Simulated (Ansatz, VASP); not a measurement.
**TaN: VASP beside Ansatz**

```
CELL_PARAMETERS angstrom
3.14514 0.00000 0.00000
-1.57257 2.72377 0.00000
0.00000 0.00000 4.82877
ATOMIC_POSITIONS crystal
Ta 0.33333 0.66667 0.81091
N 0.66667 0.33333 0.64689
```

Alike in both runs: functional PBE; k mesh 6 × 6 × 4; occupations gaussian, width 0.1 eV; no spin polarisation.

Ansatz relaxed the structure, and its values are those at the end. VASP's run is a single point on that final structure, the one shown.

```csv
,VASP,Ansatz
version,VASP 6.6.1,Ansatz 0.2.0
potentials or method,"VASP PAW PBE potentials, release 64 (Ta_pv, N), cutoff 520 eV","scalar-relativistic, plane waves, PAW"
valence electrons in the cell,16,18
```

```csv
,VASP,Ansatz,Ansatz less VASP
gap on the k mesh at the Fermi level (eV),0.60,0.60,-0.006
least direct gap on the mesh (eV),0.60,0.60,-0.006
pressure (GPa),0.6,0.1,-0.41
rms of the force components (eV/Å),0.056,0.011,-0.0445
```

With one functional, cell and mesh, what is left measures potentials, basis and numerics. VASP's potentials hold 16 valence electrons a cell and Ansatz's 18, so a difference there can come from the potentials and not from the codes.

Spin-orbit coupling is off throughout.
